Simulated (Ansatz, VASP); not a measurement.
## One calculation of ZrC, two programs

Contents of INCAR:

```
PREC = Accurate ; ENCUT = 520
EDIFF = 1E-6 ; ISMEAR = 0
SIGMA = 0.1 ; LREAL = F
LASPH = T ; NELM = 60
ALGO = Normal ; ISIF = 2
LWAVE = F ; LCHARG = T
GGA = PE ; LELF = T
LVHAR = T ; NBANDS = 15
```

KPOINTS

```
regular mesh
0
Gamma
  14 14 14
```

Contents of POSCAR:

```
ZrC
1.0
    0.0000000000      2.5529626167      2.3414437167
    2.3414437167      0.0000000000      2.3414437167
    2.3414437167      2.5529626167      0.0000000000
Zr C
1 1
Direct
    0.5000000000      0.5000000000      0.5000000000
    0.0000000000      0.0000000000      0.0000000000
```

Input for Ansatz:

```yaml
crystal:
  lattice:
    - [0.0, 2.5529626167, 2.3414437167]
    - [2.3414437167, 0.0, 2.3414437167]
    - [2.3414437167, 2.5529626167, 0.0]
  atoms:
    - { symbol: Zr, position: [0.5, 0.5, 0.5] }
    - { symbol: C, position: [0.0, 0.0, 0.0] }
basis:
  ecutwfc: 420
kpoints:
  mp_grid: { grid: [14, 14, 14] }
hamiltonian:
  xc: pbe
scf:
  occupations: { method: gaussian, width: 0.1 }
output:
  forces: true
  stress: true
  eigenvalues: true
```

Alike in both runs: task single point; functional PBE; k mesh 14 × 14 × 14; occupations gaussian, width 0.1 eV; no spin polarisation.

|  | VASP | Ansatz |
| --- | --- | --- |
| version | VASP 6.6.1 | Ansatz 0.2.0 |
| potentials or method | VASP PAW PBE potentials, release 64 (Zr_sv, C), cutoff 520 eV | scalar-relativistic, plane waves, PAW |
| valence electrons in the cell | 16 | 16 |

Ansatz gave:

* gap on the k mesh at the Fermi level (eV): none
* pressure (GPa): -10.8
* traceless stress, the component that is largest in VASP (GPa): -12.90

Task: Which values does VASP return?

Result: gap on the k mesh at the Fermi level (eV): none; pressure (GPa): -10.6; traceless stress, the component that is largest in VASP (GPa): -13.02.

A gap of «none» marks a metal or a gap that the smearing closes. The functional is the same, so the differences come from potentials, cutoffs and numerics.
